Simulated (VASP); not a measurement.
Wanted: the native input for a VASP 6.6.1 run.

```yaml
Task: electric field gradients
Functional: LDA
Potentials_or_basis: VASP PAW LDA potentials, release 64 (Li_sv, Zn)
Cutoff: 520 eV
k_mesh: 9 × 9 × 9
Occupations: fermi-dirac, width 0.08 eV
Spin: no spin polarisation
Dipole_correction: no
Further_INCAR_settings: ALGO = Normal; EDIFF = 1e-08; NBANDS = 23
```

The structure of LiZn lies in POSCAR:

```
LiZn
1.0
    0.0622200000      3.1421100000      3.1421100000
    3.1421100000      0.0622200000      3.1421100000
    3.1421100000      3.1421100000      0.0622200000
Li Zn
2 2
Direct
    0.5000000000      0.5000000000      0.5000000000
    0.7500000000      0.7500000000      0.7500000000
    0.0000000000      0.0000000000      0.0000000000
    0.2500000000      0.2500000000      0.2500000000
```

This cell differs from its parent crystal: equal xy, yz and zx shear strains of +2 %.

The input as run:

INCAR

```
ALGO = Normal
EDIFF = 1E-8
ENCUT = 520
GGA = CA
ISIF = 2
ISMEAR = -1
LASPH = T
LCHARG = F
LEFG = T
LREAL = F
LWAVE = F
NBANDS = 23
NELM = 80
PREC = Accurate
SIGMA = 0.08
```

KPOINTS

```
k-points
0
Gamma
  9 9 9
```

Potentials or basis: VASP PAW LDA potentials, release 64 (Li_sv, Zn).

Launch:

```bash
$ cat potpaw_LDA.64/Li_sv/POTCAR potpaw_LDA.64/Zn/POTCAR > POTCAR
$ mpirun -np 1 vasp_std > vasp.out
```

Results of the run:

```json
{
 "Largest force": "0.038 eV/Å",
 "Band gap on the k mesh": "zero (band 15 reaches 5.07 eV, above the bottom of band 16 at 0.73 eV)"
}
```

Caveat: the cell differs from its parent crystal (equal xy, yz and zx shear strains of +2 %); without QUAD_EFG the Cq values of the log hold for a quadrupole moment of 1 mb, not for the nuclei.

It took 72 s on 1 thread of AMD EPYC 9R45 96-Core Processor (Zen 5) (shared host), peak memory 0.2 GiB.
